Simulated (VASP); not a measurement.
Sn3H:

```
Sn H
1.0
     0.00000    3.82311    3.82311
     3.82311    0.00000    3.82311
     3.82311    3.82311    0.00000
Sn H
3 1
Direct
  0.75000 0.75000 0.75000
  0.25000 0.25000 0.25000
  0.00000 0.00000 0.00000
  0.50000 0.50000 0.50000
```

* Program: VASP 6.6.1
* Task: relaxation of cell and atoms
* Functional: PBE
* Potentials or basis: VASP PAW PBE potentials, release 64 (Sn_d, H)
* Cutoff: 600 eV
* k mesh: 4 × 4 × 4
* Occupations: gaussian, width 0.1 eV
* Spin: no spin polarisation

At the start: pressure -5.4 GPa; volume 27.94 Å³/atom.

Where does the relaxation end?

Over 3 steps the energy falls by 97.0 meV/atom and the volume is 23.34 Å³/atom (-16.5 %); space group Fm-3m (No. 225, to 0.05 Å).

Step by step:
```
step  energy change (eV)  largest force (eV/Å)  pressure (GPa)  volume (Å³)
   1              0.0000                0.0000           -5.44       111.76
   2             -0.3635                0.0000           -1.85        97.11
   3             -0.3880                0.0000           -0.19        93.37
```

Final structure:
```yaml
crystal:
  lattice:
    - [0.00000, 3.60077, 3.60077]
    - [3.60077, 0.00000, 3.60077]
    - [3.60077, 3.60077, 0.00000]
  atoms:
    - { symbol: Sn, position: [0.75000, 0.75000, 0.75000] }
    - { symbol: Sn, position: [0.25000, 0.25000, 0.25000] }
    - { symbol: Sn, position: [0.00000, 0.00000, 0.00000] }
    - { symbol: H, position: [0.50000, 0.50000, 0.50000] }
```

Caveat: the volume moved by over 15 % at a fixed basis, so the end points are rough.
